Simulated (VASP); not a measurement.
# Fe2F (P4_2/mnm) in VASP: single point with PBE

Aim: the single point of Fe2F with PBE.

Everything below comes from runs of VASP 6.6.1. Logs are shortened: lines on timing, memory, paths and dates and some standing lists are left out, and cuts for length are marked.

### Step 1. The cell of the first run

It takes space group P4_2/mnm (No. 136, tetragonal). The conventional cell has a = 4.626 Å, b = 4.626 Å, c = 3.701 Å, α = 90.00°, β = 90.00°, γ = 90.00°. Fe (site symmetry m2m) has 3 F at 2.04 to 2.22 Å and 1 Fe at 2.46 Å within 2.7 Å. Within 2.7 Å of F (site symmetry mmm) lie 6 Fe at 2.04 to 2.22 Å.

### Step 2. Single point, PBE, collinear spin, ferromagnetic start

INCAR reads:

```
ALGO = Normal
EDIFF = 1E-6
ENCUT = 700
GGA = PE
GGA_COMPAT = F
ISIF = 2
ISMEAR = 0
ISPIN = 2
LASPH = T
LCHARG = T
LELF = T
LMAXMIX = 4
LORBIT = 11
LREAL = F
LVHAR = T
LWAVE = F
MAGMOM = 3.05 3.05 3.05 3.05 0.15 0.15
NBANDS = 52
NELM = 200
PREC = Accurate
SIGMA = 0.1
```

KPOINTS reads:

```
k-points
0
Gamma
  4 4 6
```

POSCAR reads:

```
Fe2F
1.0
    4.6263088018      0.0000000000      0.0000000000
    0.0000000000      4.6263088018      0.0000000000
    0.0000000000      0.0000000000      3.7012061869
Fe F
4 2
Direct
    0.3116410034      0.3116410034      0.0000000000
    0.1883589966      0.8116410034      0.5000000000
    0.6883589966      0.6883589966      0.0000000000
    0.8116410034      0.1883589966      0.5000000000
    0.0000000000      0.0000000000      0.0000000000
    0.5000000000      0.5000000000      0.5000000000
```

Potentials or basis: VASP PAW PBE potentials, release 64 (Fe_sv, F).

Started as:

```bash
> cat potpaw_PBE.64/Fe_sv/POTCAR potpaw_PBE.64/F/POTCAR > POTCAR
> mpirun -np 1 vasp_std > vasp.out
```

OUTCAR:

```text
EDIFF = 1E-6
   ENCUT = 700
   GGA = PE
   ISIF = 2
   ISMEAR = 0
   ISPIN = 2
   LASPH = T
   LORBIT = 11
   LREAL = F
   NELM = 200
   PREC = Accurate

 ion  position               nearest neighbor table
   1  0.312  0.312  0.000-   5 2.04   3 2.46
   2  0.188  0.812  0.500-   6 2.04   4 2.46
   3  0.688  0.688  0.000-   5 2.04   1 2.46
   4  0.812  0.188  0.500-   6 2.04   2 2.46
   5  0.000  0.000  0.000-   1 2.04   3 2.04
   6  0.500  0.500  0.500-   2 2.04   4 2.04

  LATTYP: Found a simple tetragonal cell.
 ALAT       =     4.6263088018
 C/A-ratio  =     0.8000344001

  Lattice vectors:

 A1 = (   4.6263088018,   0.0000000000,   0.0000000000)
 A2 = (   0.0000000000,   4.6263088018,   0.0000000000)
 A3 = (   0.0000000000,   0.0000000000,   3.7012061869)

Analysis of symmetry for initial positions (statically):
=====================================================================
 Subroutine PRICEL returns:
 Original cell was already a primitive cell.

 Routine SETGRP: Setting up the symmetry group for a
 simple tetragonal supercell.

 Subroutine GETGRP returns: Found 16 space group operations
 (whereof  8 operations were pure point group operations)
 out of a pool of 16 trial point group operations.

The static configuration has the point symmetry D_2h.
 The point group associated with its full space group is D_4h.

Analysis of symmetry for dynamics (positions and initial velocities):
=====================================================================
 Subroutine PRICEL returns:
 Original cell was already a primitive cell.

 Routine SETGRP: Setting up the symmetry group for a
 simple tetragonal supercell.

 Subroutine GETGRP returns: Found 16 space group operations
 (whereof  8 operations were pure point group operations)
 out of a pool of 16 trial point group operations.

The dynamic configuration has the point symmetry D_2h.
 The point group associated with its full space group is D_4h.

Analysis of structural, dynamic, and magnetic symmetry:
=====================================================================
 Subroutine PRICEL returns:
 Original cell was already a primitive cell.

 Routine SETGRP: Setting up the symmetry group for a
 simple tetragonal supercell.

 Subroutine GETGRP returns: Found 16 space group operations
 (whereof  8 operations were pure point group operations)
 out of a pool of 16 trial point group operations.

The overall configuration has the point symmetry D_2h.
 The point group associated with its full space group is D_4h.

 Subroutine INISYM returns: Found 16 space group operations
 (whereof  8 operations are pure point group operations),
 and found     1 'primitive' translations

----------------------------------------------------------------------------------------

                                     Primitive cell

  volume of cell :      79.2159

  direct lattice vectors                    reciprocal lattice vectors
     4.626308802  0.000000000  0.000000000     0.216155048  0.000000000  0.000000000
     0.000000000  4.626308802  0.000000000     0.000000000  0.216155048  0.000000000
     0.000000000  0.000000000  3.701206187     0.000000000  0.000000000  0.270182192

  length of vectors
     4.626308802  4.626308802  3.701206187     0.216155048  0.216155048  0.270182192

  position of ions in fractional coordinates (direct lattice)
     0.311641003  0.311641003  0.000000000
     0.188358997  0.811641003  0.500000000
     0.688358997  0.688358997  0.000000000
     0.811641003  0.188358997  0.500000000
     0.000000000  0.000000000  0.000000000
     0.500000000  0.500000000  0.500000000

  ion indices of the primitive-cell ions
   primitive index   ion index
                 1           1
                 2           2
                 3           3
                 4           4
                 5           5
                 6           6

[... 28 lines left out ...]
  0.000000  0.000000  0.000000      1.000000
  0.250000  0.000000  0.000000      4.000000
  0.500000  0.000000  0.000000      2.000000
  0.250000  0.250000  0.000000      4.000000
  0.500000  0.250000  0.000000      4.000000
  0.500000  0.500000  0.000000      1.000000
[... 16 lines left out ...]
  0.500000  0.250000  0.500000      4.000000
  0.500000  0.500000  0.500000      1.000000
   k-points           NKPTS =     24   k-points in BZ     NKDIM =     24   number of bands    NBANDS=     52
   number of dos      NEDOS =    301   number of ions     NIONS =      6
   total plane-waves  NPLWV =  51200
   dimension x,y,z NGX =    40 NGY =   40 NGZ =   32
   dimension x,y,z NGXF=    80 NGYF=   80 NGZF=   64
   ions per type =               4   2
   NGX,Y,Z   is equivalent  to a cutoff of  14.37, 14.37, 14.37 a.u.
   NGXF,Y,Z  is equivalent  to a cutoff of  28.75, 28.75, 28.75 a.u.
 SYSTEM =  unknown system
   PREC   = accura    normal or accurate (medium, high low for compatibility)
   ISTART =      0    job   : 0-new  1-cont  2-samecut
   ICHARG =      2    charge: 1-file 2-atom 10-const
   ISPIN  =      2    spin polarized calculation?
   LNONCOLLINEAR =      F non collinear calculations
   LSORBIT =      F    spin-orbit coupling
   LASPH  =      T    aspherical Exc in radial PAW
   ENCUT  =  700.0 eV  51.45 Ry    7.17 a.u.   9.98  9.98  7.98*2*pi/ulx,y,z
   NELM   =    200;   NELMIN=  2; NELMDL= -5     # of ELM steps
   EDIFF  = 0.1E-05   stopping-criterion for ELM
   LREAL  =      F    real-space projection
   EDIFFG = 0.1E-04   stopping-criterion for IOM
   NSW    =      0    number of steps for IOM
   IBRION =     -1    ionic relax: 0-MD 1-quasi-New 2-CG
   NFREE  =      0    steps in history (QN), initial steepest desc. (CG)
   ISIF   =      2    stress and relaxation
   ISYM   =      2    0-nonsym 1-usesym 2-fastsym
   POTIM  = 0.5000    time-step for ionic-motion
   TEBEG  =    0.0;   TEEND  =   0.0 temperature during run
   PSTRESS=    0.0 pullay stress
   NELECT =      78.0000    total number of electrons
   NUPDOWN=      -1.0000    fix difference up-down
   EMIN   =  10.00;   EMAX   =-10.00  energy-range for DOS
   EFERMI =   0.00;   METHOD = LEGACY
   ISMEAR =     0;   SIGMA  =   0.10  broadening in eV -4-tet -1-fermi 0-gaus
   EFERMI_NEDOS =   21; number of points for ismear=-14 and -15
   IALGO  =     38    algorithm
   IMIX   =      4    mixing-type and parameters
     AMIX     =   0.40;   BMIX     =  1.00
     AMIX_MAG =   1.60;   BMIX_MAG =  1.00
  volume/ion in A,a.u.               =      13.20        89.10
  Fermi-wavevector in a.u.,A,eV,Ry     =   1.628679  3.077757 36.090755  2.652596
  Thomas-Fermi vector in A             =   2.721270
   LORBIT       =     11    0 simple, 1 ext, 2 COOP (PROOUT), +10 PAW based schemes
   GGA     = PE    functional components
   LHFCALC =     F    Hartree Fock is set to
   AEXX    =    0.0000 exact exchange contribution
   IVDW    =     0    specifies the selected vdW correction
   LEPSILON=     F    determine dielectric tensor
   LRPA    =     F    only Hartree local field effects (RPA)
 spin polarized calculation
 Gauss-broadening in eV      SIGMA  =   0.10
  energy-cutoff  :      700.00
  volume of cell :       79.22
 maximum number of plane-waves:      3364
 NGX is ok and might be reduce to    40
   NGX = 19   NGY = 19   NGZ = 15

 number of electron      77.9999995 magnetization      12.1260898

 Free energy of the ion-electron system (eV)
  ---------------------------------------------------
  ext. energy  EPLUGINS =         0.00000000
  ---------------------------------------------------
  free energy    TOTEN  =       -36.25437379 eV

  energy without entropy =      -36.22388869  energy(sigma->0) =      -36.23913124

 E-fermi :   8.0590     XC(G=0): -11.5725

 val. band max:        8.0138585355   @ k =   0.5000   0.5000   0.1667
 cond. band min:       8.0648403809   @ k =   0.0000   0.0000   0.3333
 fundamental gap:      0.0509818454
 Fermi energy:         8.0589615225

 spin component 1

 k-point     1 :       0.0000    0.0000    0.0000
  band No.  band energies     occupation
      1     -80.9539      1.00000
      2     -80.9456      1.00000
      3     -80.9331      1.00000
      4     -80.9331      1.00000
      5     -47.1160      1.00000
      6     -47.1150      1.00000
[... 1285 lines left out ...]
     50      11.5005      0.00000
     51      12.7083      0.00000
 Fermi energy:         8.0589615225

 spin component 2

 k-point     1 :       0.0000    0.0000    0.0000
  band No.  band energies     occupation
      1     -77.4520      1.00000
      2     -77.4424      1.00000
      3     -77.4284      1.00000
      4     -77.4284      1.00000
      5     -43.7193      1.00000
      6     -43.6687      1.00000
[... 1285 lines left out ...]
     50      12.9337      0.00000
     51      13.5414      0.00000
 [bands above 51 left out]

------------------------ aborting loop because EDIFF is reached ----------------------------------------

  FORCE on cell =-STRESS in cart. coord.  units (eV):
  Direction    XX          YY          ZZ          XY          YZ          ZX
  --------------------------------------------------------------------------------------
  -------------------------------------------------------------------------------------
  Total       -0.5562677     -0.5562677     -0.2897959      0.0000000      0.0000000      0.0000000
  in kB      -11.2507622    -11.2507622     -5.8612502      0.0000000      0.0000000      0.0000000
  external PRESSURE =      -9.4542582 kB  Pullay stress =       0.0000000 kB

 VOLUME and BASIS-vectors are now :
 -----------------------------------------------------------------------------
  energy-cutoff  :      700.00
  volume of cell :       79.22
      direct lattice vectors                 reciprocal lattice vectors
     4.626308802  0.000000000  0.000000000     0.216155048  0.000000000  0.000000000
     0.000000000  4.626308802  0.000000000     0.000000000  0.216155048  0.000000000
     0.000000000  0.000000000  3.701206187     0.000000000  0.000000000  0.270182192

 POSITION                                       TOTAL-FORCE (eV/Angst)
 -----------------------------------------------------------------------------------
      1.44175      1.44175      0.00000        -0.015516     -0.015516      0.000000
      0.87141      3.75490      1.85060         0.015516     -0.015516      0.000000
      3.18456      3.18456      0.00000         0.015516      0.015516     -0.000000
      3.75490      0.87141      1.85060        -0.015516      0.015516      0.000000
      0.00000      0.00000      0.00000         0.000000      0.000000      0.000000
      2.31315      2.31315      1.85060         0.000000      0.000000      0.000000
 -----------------------------------------------------------------------------------
    total drift:                                0.000000     -0.000000     -0.000000

  FREE ENERGIE OF THE ION-ELECTRON SYSTEM (eV)
  ---------------------------------------------------
  free  energy   TOTEN  =       -36.2543737868 eV

  energy  without entropy=      -36.2238886925  energy(sigma->0) =      -36.23913124

 total charge

# of ion       s       p       d       tot
------------------------------------------
    1        2.125   5.982   5.586  13.692
    2        2.125   5.982   5.586  13.692
    3        2.125   5.982   5.586  13.692
    4        2.125   5.982   5.586  13.692
    5        1.756   4.331   0.000   6.087
    6        1.756   4.331   0.000   6.087
--------------------------------------------------
tot         12.013  32.587  22.343  66.944

 magnetization (x)

# of ion       s       p       d       tot
------------------------------------------
    1        0.005  -0.002   2.946   2.949
    2        0.005  -0.002   2.946   2.949
    3        0.005  -0.002   2.946   2.949
    4        0.005  -0.002   2.946   2.949
    5        0.013   0.077   0.000   0.090
    6        0.013   0.077   0.000   0.090
--------------------------------------------------
tot          0.044   0.146  11.785  11.976
```

Run time: 4.7 min. Hardware: 1 thread of Intel Xeon Platinum 8488C (Sapphire Rapids), shared host; peak memory 0.38 GiB.

Results:

* Free energy: -36.2544 eV
* Pressure: -0.9 GPa
* Largest force: 0.022 eV/Å
* Net moment: 12.13 μB per cell
* Site moments: Fe +2.95; F +0.09 μB
* Valence electrons inside the program's atomic spheres: Fe 13.69; F 6.09

Forces in eV/Å, atoms in the order of the input:
```
Fe  -0.016 -0.016  0.000
Fe   0.016 -0.016  0.000
Fe   0.016  0.016  0.000
Fe  -0.016  0.016  0.000
F    0.000  0.000  0.000
F    0.000  0.000  0.000
```

Stress tensor (GPa, compression positive):
```
-1.13  0.00  0.00
 0.00 -1.13  0.00
 0.00  0.00 -0.59
```

Levels at points of the mesh, in eV from the Fermi level:
Spin up:
| k point | band 43 | band 44 | band 45 | band 46 | band 47 | band 48 |
| --- | --- | --- | --- | --- | --- | --- |
| (0.00, 0.00, 0.00) | -1.79 | -1.22 | -1.22 | 0.84 | 3.01 | 4.64 |
| (0.50, 0.00, 0.00) | -1.87 | -1.87 | -1.48 | -1.48 | 3.84 | 3.84 |
| (0.50, 0.50, 0.00) | -1.81 | -1.81 | -0.27 | -0.27 | 0.87 | 0.87 |
| (0.00, 0.00, 0.50) | -1.44 | -1.44 | -0.34 | -0.34 | 4.41 | 4.41 |
| (0.50, 0.00, 0.50) | -1.80 | -1.80 | 0.55 | 0.55 | 1.53 | 1.53 |
| (0.50, 0.50, 0.50) | -1.32 | -1.32 | 1.40 | 1.40 | 2.41 | 2.41 |
Spin down:
| k point | band 30 | band 31 | band 32 | band 33 | band 34 | band 35 | band 36 | band 37 |
| --- | --- | --- | --- | --- | --- | --- | --- | --- |
| (0.00, 0.00, 0.00) | -0.80 | -0.80 | -0.44 | -0.44 | -0.26 | 0.44 | 0.81 | 0.85 |
| (0.50, 0.00, 0.00) | -0.87 | -0.69 | -0.69 | 0.27 | 0.27 | 0.38 | 0.38 | 0.71 |
| (0.50, 0.50, 0.00) | -0.82 | -0.51 | -0.51 | -0.35 | -0.35 | 0.27 | 0.27 | 0.49 |
| (0.00, 0.00, 0.50) | -1.33 | -0.73 | -0.73 | 0.05 | 0.05 | 0.30 | 0.30 | 0.83 |
| (0.50, 0.00, 0.50) | -1.42 | -0.56 | -0.56 | 0.23 | 0.23 | 0.33 | 0.33 | 0.75 |
| (0.50, 0.50, 0.50) | -0.82 | -0.45 | -0.45 | -0.24 | -0.24 | 0.41 | 0.41 | 0.51 |

Caveat: the run started ferromagnetic, and an antiferromagnetic order may lie lower in energy. With open d or f shells a metallic result of PBE can be an artefact of self-interaction; +U or a hybrid may open a gap.
